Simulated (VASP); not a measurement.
# Al (I4_1/amd) in VASP: notebook, part 2 of 2

VASP 6.6.1. The steps go on from the part before.

## (3) Single point, PBE

This run uses another cell than the first one, of 17.46 Å³/atom.

INCAR

```
  PREC = Accurate
  ENCUT = 520
  EDIFF = 1E-6
  ISMEAR = 0
  SIGMA = 0.1
  LREAL = False
  LASPH = True
  NELM = 80
  ALGO = Fast
  ISIF = 2
  LWAVE = False
  LCHARG = False
  GGA = PE
  NBANDS = 18
```

KPOINTS

```
regular mesh
0
Gamma
  10 10 10
```

POSCAR

```
Al
1.0
   -2.6460018444      2.6460018444      3.7413305660
    2.6460018444     -2.6460018444      3.7413305660
    2.6460018444      2.6460018444     -3.7413305660
Al
6
Direct
    0.5000000000      0.5000000000      0.0000000000
    0.2500000000      0.7500000000      0.5000000000
    0.8750000000      0.6250000000      0.7500000000
    0.8750000000      0.1250000000      0.2500000000
    0.3750000000      0.1250000000      0.2500000000
    0.8750000000      0.1250000000      0.7500000000
```

Potentials or basis: VASP PAW PBE potentials, release 64 (Al).

On the command line:

```
$ cat potpaw_PBE.64/Al/POTCAR > POTCAR
$ mpirun -np 1 vasp_std > vasp.out
```

OUTCAR:

```text
PREC = Accurate
   ENCUT = 520
   EDIFF = 1E-6
   ISMEAR = 0
   LREAL = False
   LASPH = True
   NELM = 80
   ISIF = 2
   GGA = PE

 ion  position               nearest neighbor table
   1  0.500  0.500  0.000-   4 3.10   3 3.10   5 3.10   6 3.10   5 3.10   3 3.10   6 3.10   6 3.10
                             5 3.10   3 3.10   4 3.10   4 3.10   2 3.24   2 3.24   2 3.24   2 3.24
   2  0.250  0.750  0.500-   6 3.10   3 3.10   5 3.10   4 3.10   3 3.10   5 3.10   3 3.10   6 3.10
                             4 3.10   4 3.10   5 3.10   6 3.10   1 3.24   1 3.24   1 3.24   1 3.24
   3  0.875  0.625  0.750-   5 2.65   6 2.65   6 2.65   5 2.65   4 2.65   4 2.65   1 3.10   2 3.10
                             1 3.10   2 3.10   2 3.10   1 3.10
   4  0.875  0.125  0.250-   5 2.65   6 2.65   6 2.65   5 2.65   3 2.65   3 2.65   2 3.10   1 3.10
                             1 3.10   2 3.10   1 3.10   2 3.10
   5  0.375  0.125  0.250-   3 2.65   4 2.65   4 2.65   3 2.65   6 2.65   6 2.65   1 3.10   2 3.10
                             2 3.10   1 3.10   1 3.10   2 3.10
   6  0.875  0.125  0.750-   3 2.65   4 2.65   4 2.65   3 2.65   5 2.65   5 2.65   2 3.10   1 3.10
                             1 3.10   1 3.10   2 3.10   2 3.10

  LATTYP: Found a body centered tetragonal cell.
 ALAT       =     5.2920036888
 C/A-ratio  =     1.4139561444

  Lattice vectors:

[... 192 lines left out ...]
 cond. band min:       7.4021401930   @ k =   0.1000   0.1000  -0.0000
 fundamental gap:      0.0306114603
 Fermi energy:         7.3917202129

 k-point     1 :       0.0000    0.0000    0.0000
  band No.  band energies     occupation
      1      -3.4502      2.00000
      2       2.8521      2.00000
      3       4.1620      2.00000
      4       4.2549      2.00000
      5       4.2551      2.00000
      6       4.2551      2.00000
[... 481 lines left out ...]
      5       2.5037      2.00000
      6       5.2067      2.00000
[... 10 lines left out ...]
     17      12.6275      0.00000
     18      13.2478      0.00000

 [... further k-points ...]
[... 5 lines left out ...]
  --------------------------------------------------------------------------------------
  -------------------------------------------------------------------------------------
  Total       -0.0104881     -0.0104881     -0.0059087      0.0000000     -0.0000000      0.0000000
  in kB       -0.1603768     -0.1603768     -0.0903511      0.0000000     -0.0000000      0.0000000
  external PRESSURE =      -0.1370349 kB  Pullay stress =       0.0000000 kB

 VOLUME and BASIS-vectors are now :
 -----------------------------------------------------------------------------
  energy-cutoff  :      520.00
  volume of cell :      104.78
      direct lattice vectors                 reciprocal lattice vectors
    -2.646001844  2.646001844  3.741330566     0.000000000  0.188964343  0.133642294
     2.646001844 -2.646001844  3.741330566     0.188964343  0.000000000  0.133642294
     2.646001844  2.646001844 -3.741330566     0.188964343  0.188964343  0.000000000

 POSITION                                       TOTAL-FORCE (eV/Angst)
 -----------------------------------------------------------------------------------
      0.00000      0.00000      3.74133        -0.000000     -0.000000     -0.000000
      2.64600      0.00000      1.87067         0.000000     -0.000000      0.000000
      1.32300      2.64600      2.80600        -0.000000      0.000000      0.000000
     -1.32300      2.64600      2.80600        -0.000000      0.000000      0.000000
      0.00000      1.32300      0.93533        -0.000000      0.000000      0.000000
      0.00000      3.96900      0.93533        -0.000000      0.000000      0.000000
 -----------------------------------------------------------------------------------
    total drift:                                0.000000      0.000000     -0.000000

  FREE ENERGIE OF THE ION-ELECTRON SYSTEM (eV)
  ---------------------------------------------------
  free  energy   TOTEN  =       -21.5298228014 eV

  energy  without entropy=      -21.5201644449  energy(sigma->0) =      -21.52499362
```

stdout:

```text
POSCAR found type information on POSCAR Al
 POSCAR found :  1 types and       6 ions
 scaLAPACK will be used
 LDA part: xc-table for (Slater+PW92), standard interpolation
 POSCAR, INCAR and KPOINTS ok, starting setup
 FFT: planning ... GRIDC
 FFT: planning ... GRID_SOFT
 FFT: planning ... GRID
 WAVECAR not read
 entering main loop
```

Wall time 4.6 min (1 thread of AMD EPYC 7R43 (Zen 3), shared host); peak memory 0.28 GiB.

What came out:

```
Free energy            : -21.5298 eV
Pressure               : 0.0 GPa
Band gap on the k mesh : zero (bands 9 and 10 overlap by 3.62 eV)
```

Levels at points of the mesh, in eV from the Fermi level:
| k point | band 5 | band 6 | band 7 | band 8 | band 9 | band 10 | band 11 | band 12 | band 13 | band 14 |
| --- | --- | --- | --- | --- | --- | --- | --- | --- | --- | --- |
| (0.00, 0.00, 0.00) | -3.14 | -3.14 | -2.55 | -2.55 | -2.55 | -0.43 | -0.43 | -0.41 | -0.21 | -0.21 |
| (0.50, 0.00, 0.00) | -3.63 | -3.33 | -3.33 | -3.13 | 0.58 | 1.20 | 1.20 | 1.58 | 1.89 | 1.89 |
| (0.50, 0.50, 0.00) | -5.37 | -5.37 | 1.26 | 1.26 | 1.44 | 1.44 | 2.01 | 2.01 | 3.07 | 3.07 |
| (0.50, 0.50, 0.50) | -5.37 | -5.37 | 1.26 | 1.26 | 1.44 | 1.44 | 2.01 | 2.01 | 3.07 | 3.07 |

## (4) Relaxation of cell and atoms, PBE

INCAR

```
SYSTEM = Al
ALGO     = Fast           ! electronic algorithm
EDIFF    = 1E-6           ! SCF threshold, eV
EDIFFG   = -0.01          ! ionic threshold
ENCUT    = 600            ! plane-wave cutoff, eV
GGA      = PE             ! functional
IBRION   = 2              ! ionic algorithm
ISIF     = 3              ! what is computed and relaxed
ISMEAR   = 0              ! smearing method
LASPH    = .TRUE.         ! aspherical terms in the spheres
LCHARG   = .FALSE.        ! write CHGCAR
LREAL    = .FALSE.        ! projectors in reciprocal space
LWAVE    = .FALSE.        ! write WAVECAR
NELM     = 100            ! most SCF steps
NSW      = 100            ! ionic steps
PREC     = Accurate       ! precision mode
SIGMA    = 0.1            ! smearing width, eV
```

KPOINTS

```
k-points
0
G
  10 10 10
  0 0 0
```

Edit POSCAR of step 3 so:

```diff
@@ -2,5 +2,5 @@
 1.0
-   -2.6460018444      2.6460018444      3.7413305660
-    2.6460018444     -2.6460018444      3.7413305660
-    2.6460018444      2.6460018444     -3.7413305660
+   -2.6545783136      2.6545783136      3.7074886755
+    2.6545783136     -2.6545783136      3.7074886755
+    2.6545783136      2.6545783136     -3.7074886755
 Al
```

On the command line:

```
$ cat potpaw_PBE.64/Al/POTCAR > POTCAR
$ mpirun -np 1 vasp_std > vasp.out
```

It took 9.5 min on 1 thread of AMD EPYC 7R43 (Zen 3), shared host; peak memory 0.3 GiB.

It converged, with:

- Free energy: -21.5281 eV
- Relaxed volume: 17.44 Å³/atom
- Relaxed cell: a = 5.286 Å, b = 5.286 Å, c = 5.286 Å, α = 119.85°, β = 119.85°, γ = 90.26°
- Space group after relaxing (to 0.1 Å): Fd-3m (No. 227)
- Energy gained by relaxing: 0.2 meV/atom
- Ionic steps: 7
- Pressure after relaxing: 0.1 GPa

The path:
```tsv
step	energy change (eV)	largest force (eV/Å)	pressure (GPa)	volume (Å³)
1	0.0000	0.0000	0.15	104.50
2	-0.0008	0.0000	0.01	104.76
3	-0.0008	0.0000	0.01	104.77
4	-0.0009	0.0000	0.02	104.75
5	-0.0011	0.0000	0.05	104.72
6	-0.0012	0.0000	0.10	104.64
7	-0.0012	0.0000	0.07	104.67
```

Final structure:
```cif
data_structure
_symmetry_space_group_name_H-M 'P 1'
_symmetry_Int_Tables_number 1
_cell_length_a 5.2858
_cell_length_b 5.2858
_cell_length_c 5.2858
_cell_angle_alpha 119.847
_cell_angle_beta 119.847
_cell_angle_gamma 90.265
_cell_volume 104.67
loop_
_atom_site_label
_atom_site_type_symbol
_atom_site_fract_x
_atom_site_fract_y
_atom_site_fract_z
_atom_site_occupancy
Al1 Al 0.50000 0.50000 0.00000 1
Al2 Al 0.25000 0.75000 0.50000 1
Al3 Al 0.87500 0.62500 0.75000 1
Al4 Al 0.87500 0.12500 0.25000 1
Al5 Al 0.37500 0.12500 0.25000 1
Al6 Al 0.87500 0.12500 0.75000 1
```

Levels at points of the mesh, in eV from the Fermi level:
```
           k point  band 5  band 6  band 7  band 8  band 9  band 10  band 11  band 12  band 13
(0.00, 0.00, 0.00)   -3.15   -3.15   -2.56   -2.56   -2.56    -0.47    -0.47    -0.37    -0.25
(0.50, 0.00, 0.00)   -3.63   -3.35   -3.33   -3.14    0.57     1.18     1.20     1.58     1.86
(0.50, 0.50, 0.00)   -5.37   -5.37    1.26    1.26    1.44     1.44     2.01     2.01     3.08
(0.50, 0.50, 0.50)   -5.39   -5.39    1.24    1.24    1.42     1.42     1.99     1.99     3.05
```

Caveat: the highest band is partly filled, so the run has too few bands.

## (5) The runs side by side

```tsv
task	cell	k mesh	cutoff (eV)	gap on the mesh (eV)	pressure (GPa)
single point	a = 5.276 Å, angles 119.6, 119.6, 90.7°, 6 atoms	6 × 6 × 6	520	none	0.0
single point	a = 5.292 Å, angles 120.0, 120.0, 90.0°, 6 atoms	10 × 10 × 10	520	none	0.0
relaxation of cell and atoms	relaxed from a = 5.276 Å, angles 119.6, 119.6, 90.7°, 6 atoms	10 × 10 × 10	600	-	0.1
```

Alike in all rows: level PBE; potentials or basis VASP PAW PBE potentials, release 64 (Al); no spin polarisation; smearing gaussian 0.1 eV.

Caveats: the highest band is partly filled, so the run has too few bands (at least some runs).

Total energies depend on the potentials used, so only differences within one code and one set of settings carry meaning.

The gap in the log of VASP goes by the Fermi energy; the results here count the filled bands.